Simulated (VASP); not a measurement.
A run of VASP 6.6.1:

INCAR

```
SYSTEM = CuSn2O2
  PREC = Accurate
  ENCUT = 520
  EDIFF = 1E-7
  ISMEAR = 0
  SIGMA = 0.05
  LREAL = .FALSE.
  LASPH = .TRUE.
  NELM = 150
  ALGO = Normal
  ISIF = 2
  LWAVE = .FALSE.
  LCHARG = .TRUE.
  ISPIN = 2
  MAGMOM = 0 0 0 0 1
  LORBIT = 11
  LMAXMIX = 4
  LDIPOL = .TRUE.
  IDIPOL = 3
  DIPOL = 0.5 0.5 0.303
  GGA = PE
  IVDW = 12
  LELF = .TRUE.
  LVHAR = .TRUE.
  LVACPOTAV = .TRUE.
  NBANDS = 38
```

The input KPOINTS:

```
regular mesh
0
G
  7 7 1
  0 0 0
```

File POSCAR:

```
CuSn2O2
1.0
    3.8201708766      0.0000000000      0.0000000000
    0.0000000000      3.8201708766      0.0000000000
    0.0000000000      0.0000000000     19.3630360333
Sn O Cu
2 2 1
Direct
    0.5000000000      0.0000000000      0.2065791745
    0.0000000000      0.5000000000      0.3286176828
    0.0000000000      0.0000000000      0.2675984287
    0.5000000000      0.5000000000      0.2675984287
    0.0000000000      0.6250000000      0.4422362288
```

Potentials or basis: VASP PAW PBE potentials, release 64 (Sn_d, O, Cu).

Run with:

```console
$ cat potpaw_PBE.64/Sn_d/POTCAR potpaw_PBE.64/O/POTCAR potpaw_PBE.64/Cu/POTCAR > POTCAR
$ mpirun -np 1 vasp_std > vasp.out
```

Hardware: 1 thread of Intel(R) Xeon(R) Platinum 8488C (Sapphire Rapids), with other jobs on the host.

Question: Estimate the wall time of this run.

Answer: Wall time 11 min on 1 thread of Intel(R) Xeon(R) Platinum 8488C (Sapphire Rapids), with other jobs on the host, peak memory 0.59 GiB. Counts: scf iterations 52, k points 16.
